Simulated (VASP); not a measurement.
Input of a VASP 6.6.1 run:

File INCAR:

```
  PREC = Accurate
  ENCUT = 520
  EDIFF = 1E-7
  ISMEAR = -1
  SIGMA = 0.05
  LREAL = False
  LASPH = True
  NELM = 100
  ALGO = Normal
  ISIF = 2
  LWAVE = False
  LCHARG = False
  GGA = CA
  NBANDS = 26
```

The input KPOINTS:

```
regular mesh
0
Gamma
  9 9 9
```

The input POSCAR:

```
LuHg
1.0
    3.6070000000      0.0000000000      0.0000000000
    0.0000000000      3.6070000000      0.0000000000
    0.0000000000      0.0000000000      3.6070000000
Lu Hg
1 1
Direct
    0.5000000000      0.5000000000      0.5000000000
    0.0000000000      0.0000000000      0.0000000000
```

Potentials or basis: VASP PAW PBE potentials, release 64 (Lu, Hg).

The run is started by

```bash
$ cat potpaw_PBE.64/Lu/POTCAR potpaw_PBE.64/Hg/POTCAR > POTCAR
$ mpirun -np 1 vasp_std > vasp.out
```

Predict the pressure.

-3.6 GPa.

Caveat: the PAW data sets were made with another functional, which shifts forces and pressure a little.
